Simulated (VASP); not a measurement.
Set up this calculation in VASP 6.6.1, as the native input.

* Task: single point
* Functional: PBE
* Potentials or basis: VASP PAW PBE potentials, release 64 (Ga_d, P)
* Cutoff: 520 eV
* k mesh: 10 × 10 × 4
* Occupations: gaussian, width 0.1 eV
* Spin: no spin polarisation
* Dipole correction: no
* Further INCAR settings: ALGO = Normal; EDIFF = 1e-06; NBANDS = 36

The structure of GaP lies in POSCAR:

```
GaP
1.0
    3.6740784802      0.0000000000      0.0000000000
    0.0000000000      3.7557507822      0.0000000000
    0.0000000000      0.0000000000      9.3364192209
Ga P
3 3
Direct
    0.5000000000      0.5000000000      0.1721089562
    0.5000000000      0.5000000000      0.8278910438
    0.0000000000      0.0000000000      0.5000000000
    0.5000000000      0.0000000000      0.3259995974
    0.0000000000      0.5000000000      0.0000000000
    0.5000000000      0.0000000000      0.6740004026
```

The cell was built from a structure type or drawn by symmetry, and may not be a known phase.

The input as run:

INCAR

```
  PREC = Accurate
  ENCUT = 520
  EDIFF = 1E-6
  ISMEAR = 0
  SIGMA = 0.1
  LREAL = F
  LASPH = T
  NELM = 100
  ALGO = Normal
  ISIF = 2
  LWAVE = F
  LCHARG = F
  GGA = PE
  NBANDS = 36
```

KPOINTS

```
regular mesh
0
Gamma
  10 10 4
```

Potentials or basis: VASP PAW PBE potentials, release 64 (Ga_d, P).

The run is started by

```bash
$ cat potpaw_PBE.64/Ga_d/POTCAR potpaw_PBE.64/P/POTCAR > POTCAR
$ mpirun -np 1 vasp_std > vasp.out
```

Results of the run:

```json
{"Pressure": "0.0 GPa", "Largest force": "0.007 eV/Å", "Band gap on the k mesh": "zero (bands 27 and 28 overlap by 1.62 eV)"}
```

Wall time 3.2 min on 1 thread of Intel(R) Xeon(R) 6975P-C (Granite Rapids), with other jobs on the host, peak memory 0.48 GiB.
